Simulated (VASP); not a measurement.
Here is a VASP 6.6.1 calculation.

The input INCAR:

```
SYSTEM = Cl
PREC = Accurate ; ENCUT = 600
EDIFF = 1E-6 ; ISMEAR = 0
SIGMA = 0.02 ; LREAL = .False.
LASPH = .True. ; NELM = 80
ALGO = Normal ; ISIF = 4
LWAVE = .False. ; LCHARG = .False.
GGA = PS ; IBRION = 2
NSW = 50 ; EDIFFG = -0.01
```

File KPOINTS:

```
Automatic mesh
0
Gamma
  8 8 4
  0 0 0
```

Contents of POSCAR:

```
Cl
1.0
    3.3422806057     -1.9066034585      0.0000000000
    3.3422806057      1.9066034585      0.0000000000
    0.0000000000      0.0000000000      7.8967759826
Cl
4
Direct
    0.8719878790      0.1280121210      0.1114964230
    0.6280121210      0.3719878790      0.6114964230
    0.1280121210      0.8719878790      0.8885035770
    0.3719878790      0.6280121210      0.3885035770
```

Potentials or basis: VASP PAW PBE potentials, release 64 (Cl).

Launch:

```console
$ cat potpaw_PBE.64/Cl/POTCAR > POTCAR
$ mpirun -np 1 vasp_std > vasp.out
```

Q: Predict the band gap on the k mesh.

A: 2.10 eV.

Forces on the atoms (eV/Å):
```
Cl   0.000  0.003  0.004
Cl   0.000 -0.003  0.004
Cl   0.000 -0.003 -0.004
Cl   0.000  0.003 -0.004
```

Caveat: the PAW data sets were made with another functional, which shifts forces and pressure a little. A k mesh can miss the band edges.
